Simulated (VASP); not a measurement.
A run of VASP 6.6.1 is set up as follows.

The input INCAR:

```
ALGO = Normal ; EDIFF = 1E-7
ENCUT = 520 ; GGA = PE
ISIF = 2 ; ISMEAR = -1
LASPH = True ; LCHARG = True
LELF = True ; LREAL = False
LVHAR = True ; LWAVE = False
NBANDS = 18 ; NELM = 60
PREC = Accurate ; SIGMA = 0.1
```

Contents of KPOINTS:

```
k-points
0
Gamma
  17 17 17
```

The input POSCAR:

```
Ta
1.0
   -2.4844010995      2.4844010995      1.3394400204
    2.4844010995     -2.4844010995      1.3394400204
    2.4844010995      2.4844010995     -1.3394400204
Ta
2
Direct
   -0.3750000000     -0.1250000000     -0.2500000000
    0.3750000000      0.1250000000      0.2500000000
```

Potentials or basis: VASP PAW PBE potentials, release 64 (Ta_pv).

Launch:

```console
$ cat potpaw_PBE.64/Ta_pv/POTCAR > POTCAR
$ mpirun -np 1 vasp_std > vasp.out
```

(1) Estimate the band gap on the k mesh.

(2) What does it give for the pressure?

Results:

(1) zero (bands 11 and 12 overlap by 1.43 eV).

(2) 39.0 GPa.

Caveat: the cell stands under pressure; spin-orbit coupling is left out, which moves the levels of the heavy elements.
